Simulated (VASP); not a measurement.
# AlCo (rocksalt type) (Fm-3m) in VASP: a series of runs

The runs below take AlCo (rocksalt type) through single point, with PBE.

All numbers are computed with VASP 6.6.1; they aren't measurements. Logs are shortened: lines on timing, memory, paths and dates and some standing lists are left out, and cuts for length are marked.

**1. The cell of the first run**

It takes space group Fm-3m (No. 225, cubic). Conventional cell: a = 4.409 Å, b = 4.409 Å, c = 4.409 Å, α = 90.00°, β = 90.00°, γ = 90.00°. Co (site symmetry m-3m) has 6 Al at 2.20 Å within 2.9 Å. Within 2.9 Å of Al (site symmetry m-3m) lie 6 Co at 2.20 Å.

**2. Single point, PBE (volume scaled by 0.78, to set the pressure)**

Contents of INCAR:

```
PREC = Accurate
ENCUT = 520
EDIFF = 1E-7
ISMEAR = -1
SIGMA = 0.08
LREAL = False
LASPH = True
NELM = 80
ALGO = Normal
ISIF = 2
LWAVE = False
LCHARG = False
GGA = PE
NBANDS = 13
```

Contents of KPOINTS:

```
regular mesh
0
Gamma
  15 15 15
```

Contents of POSCAR:

```
AlCo
1.0
    0.0000000000      2.2046189108      2.2046189108
    2.2046189108      0.0000000000      2.2046189108
    2.2046189108      2.2046189108      0.0000000000
Co Al
1 1
Direct
    0.0000000000      0.0000000000      0.0000000000
    0.5000000000      0.5000000000      0.5000000000
```

Potentials or basis: VASP PAW PBE potentials, release 64 (Co, Al).

Started as:

```bash
cat potpaw_PBE.64/Co/POTCAR potpaw_PBE.64/Al/POTCAR > POTCAR
mpirun -np 1 vasp_std > vasp.out
```

OUTCAR:

```text
PREC = Accurate
   ENCUT = 520
   EDIFF = 1E-7
   ISMEAR = -1
   LREAL = False
   LASPH = True
   NELM = 80
   ISIF = 2
   GGA = PE

 ion  position               nearest neighbor table
   1  0.000  0.000  0.000-   2 2.20   2 2.20   2 2.20   2 2.20   2 2.20   2 2.20
   2  0.500  0.500  0.500-   1 2.20   1 2.20   1 2.20   1 2.20   1 2.20   1 2.20

  LATTYP: Found a face centered cubic cell.
 ALAT       =     4.4092378216

  Lattice vectors:

 A1 = (   0.0000000000,   2.2046189108,   2.2046189108)
 A2 = (   2.2046189108,   0.0000000000,   2.2046189108)
 A3 = (   2.2046189108,   2.2046189108,   0.0000000000)

Analysis of symmetry for initial positions (statically):
=====================================================================
 Subroutine PRICEL returns:
 Original cell was already a primitive cell.

 Routine SETGRP: Setting up the symmetry group for a
 face centered cubic supercell.

 Subroutine GETGRP returns: Found 48 space group operations
 (whereof 48 operations were pure point group operations)
 out of a pool of 48 trial point group operations.

The static configuration has the point symmetry O_h .

Analysis of symmetry for dynamics (positions and initial velocities):
=====================================================================
 Subroutine PRICEL returns:
 Original cell was already a primitive cell.

 Routine SETGRP: Setting up the symmetry group for a
 face centered cubic supercell.

 Subroutine GETGRP returns: Found 48 space group operations
 (whereof 48 operations were pure point group operations)
 out of a pool of 48 trial point group operations.

The dynamic configuration has the point symmetry O_h .

 Subroutine INISYM returns: Found 48 space group operations
 (whereof 48 operations are pure point group operations),
 and found     1 'primitive' translations

----------------------------------------------------------------------------------------

                                     Primitive cell

  volume of cell :      21.4304

  direct lattice vectors                    reciprocal lattice vectors
     0.000000000  2.204618911  2.204618911    -0.226796567  0.226796567  0.226796567
     2.204618911  0.000000000  2.204618911     0.226796567 -0.226796567  0.226796567
     2.204618911  2.204618911  0.000000000     0.226796567  0.226796567 -0.226796567

  length of vectors
     3.117801964  3.117801964  3.117801964     0.392823177  0.392823177  0.392823177

  position of ions in fractional coordinates (direct lattice)
     0.000000000  0.000000000  0.000000000
     0.500000000  0.500000000  0.500000000

  ion indices of the primitive-cell ions
   primitive index   ion index
                 1           1
                 2           2

----------------------------------------------------------------------------------------

 KPOINTS: regular mesh

Automatic generation of k-mesh.
 Grid dimensions read from file:
 generate k-points for:   15   15   15

 Generating k-lattice:

  Cartesian coordinates                     Fractional coordinates (reciprocal lattice)
    -0.015119771  0.015119771  0.015119771     0.066666667  0.000000000  0.000000000
     0.015119771 -0.015119771  0.015119771     0.000000000  0.066666667  0.000000000
     0.015119771  0.015119771 -0.015119771     0.000000000  0.000000000  0.066666667

  Length of vectors
     0.026188212  0.026188212  0.026188212

  Shift w.r.t. Gamma in fractional coordinates (k-lattice)
     0.000000000  0.000000000  0.000000000

 Subroutine IBZKPT returns following result:
 ===========================================

 Found    120 irreducible k-points:

 Following reciprocal coordinates:
            Coordinates               Weight
  0.000000  0.000000  0.000000      1.000000
  0.066667  0.000000  0.000000      8.000000
  0.133333  0.000000  0.000000      8.000000
  0.200000  0.000000  0.000000      8.000000
  0.266667  0.000000  0.000000      8.000000
  0.333333  0.000000  0.000000      8.000000
[... 16 lines left out ...]
  0.133333  0.133333  0.000000      6.000000
  0.200000  0.133333  0.000000     24.000000
 [... further k-points ...]
   k-points           NKPTS =    120   k-points in BZ     NKDIM =    120   number of bands    NBANDS=     13
   number of dos      NEDOS =    301   number of ions     NIONS =      2
   total plane-waves  NPLWV =  13824
   dimension x,y,z NGX =    24 NGY =   24 NGZ =   24
   dimension x,y,z NGXF=    48 NGYF=   48 NGZF=   48
   ions per type =               1   1
   NGX,Y,Z   is equivalent  to a cutoff of  12.80, 12.80, 12.80 a.u.
   NGXF,Y,Z  is equivalent  to a cutoff of  25.59, 25.59, 25.59 a.u.
 SYSTEM =  unknown system
   PREC   = accura    normal or accurate (medium, high low for compatibility)
   ISTART =      0    job   : 0-new  1-cont  2-samecut
   ICHARG =      2    charge: 1-file 2-atom 10-const
   ISPIN  =      1    spin polarized calculation?
   LNONCOLLINEAR =      F non collinear calculations
   LSORBIT =      F    spin-orbit coupling
   LASPH  =      T    aspherical Exc in radial PAW
   ENCUT  =  520.0 eV  38.22 Ry    6.18 a.u.   5.80  5.80  5.80*2*pi/ulx,y,z
   NELM   =     80;   NELMIN=  2; NELMDL= -5     # of ELM steps
   EDIFF  = 0.1E-06   stopping-criterion for ELM
   LREAL  =      F    real-space projection
   EDIFFG = 0.1E-05   stopping-criterion for IOM
   NSW    =      0    number of steps for IOM
   IBRION =     -1    ionic relax: 0-MD 1-quasi-New 2-CG
   NFREE  =      0    steps in history (QN), initial steepest desc. (CG)
   ISIF   =      2    stress and relaxation
   ISYM   =      2    0-nonsym 1-usesym 2-fastsym
   POTIM  = 0.5000    time-step for ionic-motion
   TEBEG  =    0.0;   TEEND  =   0.0 temperature during run
   PSTRESS=    0.0 pullay stress
   NELECT =      12.0000    total number of electrons
   NUPDOWN=      -1.0000    fix difference up-down
   EMIN   =  10.00;   EMAX   =-10.00  energy-range for DOS
   EFERMI =   0.00;   METHOD = LEGACY
   ISMEAR =    -1;   SIGMA  =   0.08  broadening in eV -4-tet -1-fermi 0-gaus
   EFERMI_NEDOS =   21; number of points for ismear=-14 and -15
   IALGO  =     38    algorithm
   IMIX   =      4    mixing-type and parameters
     AMIX     =   0.40;   BMIX     =  1.00
     AMIX_MAG =   1.60;   BMIX_MAG =  1.00
  volume/ion in A,a.u.               =      10.72        72.31
  Fermi-wavevector in a.u.,A,eV,Ry     =   1.349351  2.549904 24.772796  1.820749
  Thomas-Fermi vector in A             =   2.476945
   LORBIT       =      0    0 simple, 1 ext, 2 COOP (PROOUT), +10 PAW based schemes
   GGA     = PE    functional components
[... 5 lines left out ...]
 non-spin polarized calculation
  energy-cutoff  :      520.00
  volume of cell :       21.43
 maximum number of plane-waves:       589
   NGX = 11   NGY = 11   NGZ = 11

 number of electron      11.9999993 magnetization

 Free energy of the ion-electron system (eV)
  ---------------------------------------------------
  ext. energy  EPLUGINS =         0.00000000
  ---------------------------------------------------
  free energy    TOTEN  =        -9.58618147 eV

  energy without entropy =       -9.56571676  energy(sigma->0) =       -9.57594911

 E-fermi :  11.6676     XC(G=0): -12.5574

 val. band max:       11.6591131900   @ k =  -0.4000   0.4000   0.0000
 cond. band min:      11.6882364695   @ k =  -0.3333   0.4667   0.1333
 fundamental gap:      0.0291232795
 Fermi energy:        11.6675781080

 k-point     1 :       0.0000    0.0000    0.0000
  band No.  band energies     occupation
      1       0.1694      2.00000
      2       9.4563      2.00000
      3       9.4563      2.00000
      4       9.4563      2.00000
      5       9.7465      2.00000
      6       9.7465      2.00000
      7      20.8162      0.00000
      8      20.8162      0.00000
      9      20.8162      0.00000
     10      23.9252      0.00000
     11      24.2671      0.00000
     12      24.2671      0.00000
     13      24.2671      0.00000

 k-point     2 :       0.0667    0.0000    0.0000
  band No.  band energies     occupation
      1       0.2763      2.00000
      2       9.3959      2.00000
      3       9.4827      2.00000
      4       9.4827      2.00000
      5       9.7332      2.00000
      6       9.7332      2.00000
      7      20.0320      0.00000
      8      20.7650      0.00000
      9      20.7650      0.00000
     10      23.1872      0.00000
     11      24.4353      0.00000
     12      24.4353      0.00000
     13      25.7135      0.00000

 k-point     3 :       0.1333    0.0000    0.0000
  band No.  band energies     occupation
      1       0.5946      2.00000
      2       9.2176      2.00000
      3       9.4944      2.00000
      4       9.4944      2.00000
      5       9.7635      2.00000
      6       9.7635      2.00000
      7      18.3553      0.00000
      8      20.6345      0.00000
      9      20.6345      0.00000
     10      22.9028      0.00000
     11      24.8262      0.00000
     12      24.8262      0.00000
     13      27.2418      0.00000
[... 305 lines left out ...]
 k-point    23 :       0.1333    0.1333    0.0000
  band No.  band energies     occupation
      1       0.7345      2.00000
      2       9.1791      2.00000
      3       9.4661      2.00000
      4       9.6095      2.00000
      5       9.6095      2.00000
      6       9.8392      2.00000
      7      19.1500      0.00000
      8      19.1500      0.00000
      9      20.6808      0.00000
     10      21.7091      0.00000
     11      24.2772      0.00000
     12      25.8716      0.00000
     13      25.8716      0.00000

 k-point    24 :       0.2000    0.1333    0.0000
  band No.  band energies     occupation
      1       1.1164      2.00000
      2       9.0024      2.00000
      3       9.2976      2.00000
      4       9.6258      2.00000
      5       9.7420      2.00000
      6       9.9525      2.00000
      7      17.8251      0.00000
      8      18.6036      0.00000
      9      20.8638      0.00000
     10      21.8025      0.00000
     11      22.7920      0.00000
     12      26.1593      0.00000
     13      26.4136      0.00000

 [... further k-points ...]

------------------------ aborting loop because EDIFF is reached ----------------------------------------

  FORCE on cell =-STRESS in cart. coord.  units (eV):
  Direction    XX          YY          ZZ          XY          YZ          ZX
  --------------------------------------------------------------------------------------
  -------------------------------------------------------------------------------------
  Total        6.6884546      6.6884546      6.6884546      0.0000000     -0.0000000      0.0000000
  in kB      500.0411979    500.0411979    500.0411979      0.0000000     -0.0000000      0.0000000
  external PRESSURE =     500.0411979 kB  Pullay stress =       0.0000000 kB

 VOLUME and BASIS-vectors are now :
 -----------------------------------------------------------------------------
  energy-cutoff  :      520.00
  volume of cell :       21.43
      direct lattice vectors                 reciprocal lattice vectors
     0.000000000  2.204618911  2.204618911    -0.226796567  0.226796567  0.226796567
     2.204618911  0.000000000  2.204618911     0.226796567 -0.226796567  0.226796567
     2.204618911  2.204618911  0.000000000     0.226796567  0.226796567 -0.226796567

 POSITION                                       TOTAL-FORCE (eV/Angst)
 -----------------------------------------------------------------------------------
      0.00000      0.00000      0.00000         0.000000      0.000000      0.000000
      2.20462      2.20462      2.20462        -0.000000     -0.000000     -0.000000
 -----------------------------------------------------------------------------------
    total drift:                                0.000000     -0.000000     -0.000000

  FREE ENERGIE OF THE ION-ELECTRON SYSTEM (eV)
  ---------------------------------------------------
  free  energy   TOTEN  =        -9.5861814735 eV

  energy  without entropy=       -9.5657167565  energy(sigma->0) =       -9.57594911
```

Run time: 41 s. Hardware: 1 thread of Intel Xeon 8259CL, shared host; peak memory 0.16 GiB.

Results:

```yaml
Free_energy: -9.5862 eV
Pressure: 50.0 GPa
Band_gap_on_the_k_mesh: zero (band 6 reaches 11.78 eV, above the bottom of band 7 at 11.66 eV)
```

Levels at points of the mesh, in eV from the Fermi level:
| k point | band 4 | band 5 | band 6 | band 7 | band 8 | band 9 |
| --- | --- | --- | --- | --- | --- | --- |
| (0.00, 0.00, 0.00) | -2.21 | -1.92 | -1.92 | 9.15 | 9.15 | 9.15 |

Caveat: the cell differs from its parent crystal (volume scaled by 0.78, to set the pressure). Spin polarisation is off, so any magnetic state and its effect on volume and gap are missing.

(Part 1 of 3 ends here.)
